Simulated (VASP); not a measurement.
# Al (Fm-3m) in VASP: a series of runs, part 2 of 2

VASP 6.6.1. The steps go on from the part before.

## 4. Single point, PBE

This run uses another cell than the first one, of 16.60 Å³/atom, 1.053 times its volume.

INCAR reads:

```
PREC = Accurate
ENCUT = 520
EDIFF = 1E-6
ISMEAR = -1
SIGMA = 0.15
LREAL = F
LASPH = T
NELM = 60
ALGO = Normal
ISIF = 2
LWAVE = F
LCHARG = F
GGA = PE
NBANDS = 8
```

KPOINTS reads:

```
regular mesh
0
Gamma
  14 14 14
```

POSCAR reads:

```
Al
1.0
    0.0000000000      2.0248050000      2.0248050000
    2.0248050000      0.0000000000      2.0248050000
    2.0248050000      2.0248050000      0.0000000000
Al
1
Direct
    0.0000000000      0.0000000000      0.0000000000
```

Potentials or basis: VASP PAW PBE potentials, release 64 (Al).

Run with:

```sh
$ cat potpaw_PBE.64/Al/POTCAR > POTCAR
$ mpirun -np 1 vasp_std > vasp.out
```

OUTCAR:

```text
PREC = Accurate
   ENCUT = 520
   EDIFF = 1E-6
   ISMEAR = -1
   LREAL = F
   LASPH = T
   NELM = 60
   ISIF = 2
   GGA = PE

 ion  position               nearest neighbor table
   1  0.000  0.000  0.000-

  LATTYP: Found a face centered cubic cell.
 ALAT       =     4.0496100000

  Lattice vectors:

 A1 = (   0.0000000000,   2.0248050000,   2.0248050000)
 A2 = (   2.0248050000,   0.0000000000,   2.0248050000)
 A3 = (   2.0248050000,   2.0248050000,   0.0000000000)

Analysis of symmetry for initial positions (statically):
=====================================================================
 Subroutine PRICEL returns:
 Original cell was already a primitive cell.

 Routine SETGRP: Setting up the symmetry group for a
 face centered cubic supercell.

 Subroutine GETGRP returns: Found 48 space group operations
 (whereof 48 operations were pure point group operations)
 out of a pool of 48 trial point group operations.

The static configuration has the point symmetry O_h .

Analysis of symmetry for dynamics (positions and initial velocities):
=====================================================================
 Subroutine PRICEL returns:
 Original cell was already a primitive cell.

 Routine SETGRP: Setting up the symmetry group for a
 face centered cubic supercell.

 Subroutine GETGRP returns: Found 48 space group operations
 (whereof 48 operations were pure point group operations)
 out of a pool of 48 trial point group operations.

The dynamic configuration has the point symmetry O_h .

 Subroutine INISYM returns: Found 48 space group operations
 (whereof 48 operations are pure point group operations),
 and found     1 'primitive' translations

[... 109 lines left out ...]
   IALGO  =     38    algorithm
   IMIX   =      4    mixing-type and parameters
     AMIX     =   0.40;   BMIX     =  1.00
     AMIX_MAG =   1.60;   BMIX_MAG =  1.00
  volume/ion in A,a.u.               =      16.60       112.04
  Fermi-wavevector in a.u.,A,eV,Ry     =   0.925526  1.748991 11.654733  0.856599
  Thomas-Fermi vector in A             =   2.051390
   LORBIT       =      0    0 simple, 1 ext, 2 COOP (PROOUT), +10 PAW based schemes
   GGA     = PE    functional components
   LHFCALC =     F    Hartree Fock is set to
   AEXX    =    0.0000 exact exchange contribution
   IVDW    =     0    specifies the selected vdW correction
   LEPSILON=     F    determine dielectric tensor
   LRPA    =     F    only Hartree local field effects (RPA)
 non-spin polarized calculation
  energy-cutoff  :      520.00
  volume of cell :       16.60
 maximum number of plane-waves:       459
 NGX is ok and might be reduce to    24
   NGX = 11   NGY = 11   NGZ = 11

 number of electron       3.0000000 magnetization

 Free energy of the ion-electron system (eV)
  ---------------------------------------------------
  ext. energy  EPLUGINS =         0.00000000
  ---------------------------------------------------
  free energy    TOTEN  =        -3.75572195 eV

  energy without entropy =       -3.72163770  energy(sigma->0) =       -3.73867983

 E-fermi :   7.9291     XC(G=0): -10.1744

 val. band max:        7.9019083583   @ k =  -0.3571   0.4286   0.2143
 cond. band min:       7.9494157353   @ k =   0.5000   0.2857   0.0000
 fundamental gap:      0.0475073770
 Fermi energy:         7.9290838908

 k-point     1 :       0.0000    0.0000    0.0000
  band No.  band energies     occupation
      1      -3.1563      2.00000
      2      20.5200      0.00000
      3      20.5200      0.00000
      4      20.5200      0.00000
      5      21.9648      0.00000
      6      21.9648      0.00000
      7      21.9648      0.00000
      8      24.3560      0.00000
[... 243 lines left out ...]
 k-point    24 :       0.2857    0.1429    0.0000
  band No.  band energies     occupation
      1      -1.1440      2.00000
      2      12.2033      0.00000
      3      16.3273      0.00000
      4      17.8673      0.00000
      5      18.2694      0.00000
      6      22.1357      0.00000
      7      26.0485      0.00000
      8      26.6112      0.00000

 [... further k-points ...]

------------------------ aborting loop because EDIFF is reached ----------------------------------------

  FORCE on cell =-STRESS in cart. coord.  units (eV):
  Direction    XX          YY          ZZ          XY          YZ          ZX
  --------------------------------------------------------------------------------------
  -------------------------------------------------------------------------------------
  Total       -0.0528567     -0.0528567     -0.0528567      0.0000000      0.0000000      0.0000000
  in kB       -5.1007178     -5.1007178     -5.1007178      0.0000000      0.0000000      0.0000000
  external PRESSURE =      -5.1007178 kB  Pullay stress =       0.0000000 kB

 VOLUME and BASIS-vectors are now :
 -----------------------------------------------------------------------------
  energy-cutoff  :      520.00
  volume of cell :       16.60
      direct lattice vectors                 reciprocal lattice vectors
     0.000000000  2.024805000  2.024805000    -0.246937359  0.246937359  0.246937359
     2.024805000  0.000000000  2.024805000     0.246937359 -0.246937359  0.246937359
     2.024805000  2.024805000  0.000000000     0.246937359  0.246937359 -0.246937359

 POSITION                                       TOTAL-FORCE (eV/Angst)
 -----------------------------------------------------------------------------------
      0.00000      0.00000      0.00000         0.000000      0.000000      0.000000
 -----------------------------------------------------------------------------------
    total drift:                                0.000000     -0.000000      0.000000

  FREE ENERGIE OF THE ION-ELECTRON SYSTEM (eV)
  ---------------------------------------------------
  free  energy   TOTEN  =        -3.7557219471 eV

  energy  without entropy=       -3.7216377030  energy(sigma->0) =       -3.73867983
```

OSZICAR:

```text
N       E                     dE             d eps       ncg     rms          rms(c)
DAV:   1    -0.244609886831E+01   -0.24461E+01   -0.85405E+02  1680   0.201E+02
DAV:   2    -0.377119189325E+01   -0.13251E+01   -0.12489E+01  2344   0.183E+01
DAV:   3    -0.377827648033E+01   -0.70846E-02   -0.70817E-02  2160   0.142E+00
DAV:   4    -0.377829004143E+01   -0.13561E-04   -0.13561E-04  2512   0.571E-02
DAV:   5    -0.377829007256E+01   -0.31130E-07   -0.30730E-07  2248   0.178E-03    0.129E+00
DAV:   6    -0.376523973503E+01    0.13050E-01   -0.17078E-03  2176   0.196E-01    0.752E-01
DAV:   7    -0.375572922842E+01    0.95105E-02   -0.51066E-03  2144   0.319E-01    0.146E-01
DAV:   8    -0.375572385229E+01    0.53761E-05   -0.13517E-05  2376   0.264E-02    0.768E-03
DAV:   9    -0.375572232026E+01    0.15320E-05   -0.85566E-07  2368   0.405E-03    0.683E-04
DAV:  10    -0.375572194710E+01    0.37316E-06   -0.36821E-09  1576   0.425E-04
   1 F= -.37557219E+01 E0= -.37386798E+01  d E =-.340842E-01
```

Run time: 5.5 s. Hardware: 1 thread of Intel Xeon 6975P-C, shared host; peak memory 0.14 GiB.

What came out:

- Free energy: -3.7557 eV
- Pressure: -0.5 GPa

## 5. Single point, PBE

This run uses another cell than the first one, of 17.02 Å³/atom, 1.079 times its volume.

INCAR reads:

```
SYSTEM = Al
PREC = Accurate ; ENCUT = 520
EDIFF = 1E-6 ; ISMEAR = -1
SIGMA = 0.15 ; LREAL = .False.
LASPH = .True. ; NELM = 60
ALGO = Normal ; ISIF = 2
LWAVE = .False. ; LCHARG = .False.
GGA = PE ; NBANDS = 8
```

KPOINTS reads:

```
Automatic mesh
0
Gamma
  14 14 14
  0 0 0
```

POSCAR reads:

```
Al
1.0
    0.0000000000      2.0415396845      2.0415396845
    2.0415396845      0.0000000000      2.0415396845
    2.0415396845      2.0415396845      0.0000000000
Al
1
Direct
    0.0000000000      0.0000000000      0.0000000000
```

Run with:

```sh
$ cat potpaw_PBE.64/Al/POTCAR > POTCAR
$ mpirun -np 1 vasp_std > vasp.out
```

It took 6 s on 1 thread of Intel Xeon 6975P-C, shared host; peak memory 0.14 GiB.

It converged, with:

* Free energy: -3.7521 eV
* Pressure: -2.2 GPa

Levels at points of the mesh, in eV from the Fermi level:
```
           k point  band 1  band 2  band 3  band 4  band 5
(0.00, 0.00, 0.00)  -10.92   12.46   12.46   12.46   13.72
(0.50, 0.00, 0.00)   -4.46   -4.33   11.09   11.09   11.33
(0.50, 0.50, 0.00)   -2.84   -1.59    5.26    5.46    5.46
```

## 6. Single point, PBE

This run uses another cell than the first one, of 17.43 Å³/atom, 1.105 times its volume.

INCAR reads:

```
SYSTEM = Al
PREC = Accurate
ENCUT = 520
EDIFF = 1E-6
ISMEAR = -1
SIGMA = 0.15
LREAL = .FALSE.
LASPH = .TRUE.
NELM = 100
ALGO = Normal
ISIF = 2
LWAVE = .FALSE.
LCHARG = .FALSE.
GGA = PE
NBANDS = 8
```

KPOINTS reads:

```
regular mesh
0
G
  14 14 14
  0 0 0
```

POSCAR reads:

```
Al
1.0
    0.0000000000      2.0580044253      2.0580044253
    2.0580044253      0.0000000000      2.0580044253
    2.0580044253      2.0580044253      0.0000000000
Al
1
Direct
    0.0000000000      0.0000000000      0.0000000000
```

Potentials or basis: VASP PAW PBE potentials, release 64 (Al).

Run with:

```sh
$ cat potpaw_PBE.64/Al/POTCAR > POTCAR
$ mpirun -np 1 vasp_std > vasp.out
```

Run time: 6.2 s. Hardware: 1 thread of Intel Xeon 6975P-C, shared host; peak memory 0.14 GiB.

It converged, with:

* Free energy: -3.7443 eV
* Pressure: -3.7 GPa

Levels at points of the mesh, in eV from the Fermi level:
| k point | band 1 | band 2 | band 3 | band 4 |
| --- | --- | --- | --- | --- |
| (0.00, 0.00, 0.00) | -10.75 | 12.32 | 12.32 | 12.32 |
| (0.50, 0.00, 0.00) | -4.37 | -4.30 | 10.84 | 10.84 |
| (0.50, 0.50, 0.00) | -2.78 | -1.59 | 5.25 | 5.35 |

## 7. The runs side by side

```csv
cell,gap on the mesh (eV),pressure (GPa)
"a = 2.815 Å, angles 60.0°, 1 atom",none,3.8
"a = 2.839 Å, angles 60.0°, 1 atom",none,1.5
"a = 2.864 Å, angles 60.0°, 1 atom",none,-0.5
"a = 2.887 Å, angles 60.0°, 1 atom",none,-2.2
"a = 2.910 Å, angles 60.0°, 1 atom",none,-3.7
```

Alike in all rows: task single point; level PBE; potentials or basis VASP PAW PBE potentials, release 64 (Al); no spin polarisation; k mesh 14 × 14 × 14; cutoff (eV) 520; smearing fermi-dirac 0.15 eV.

Total energies depend on the potentials used, so only differences within one code and one set of settings carry meaning.
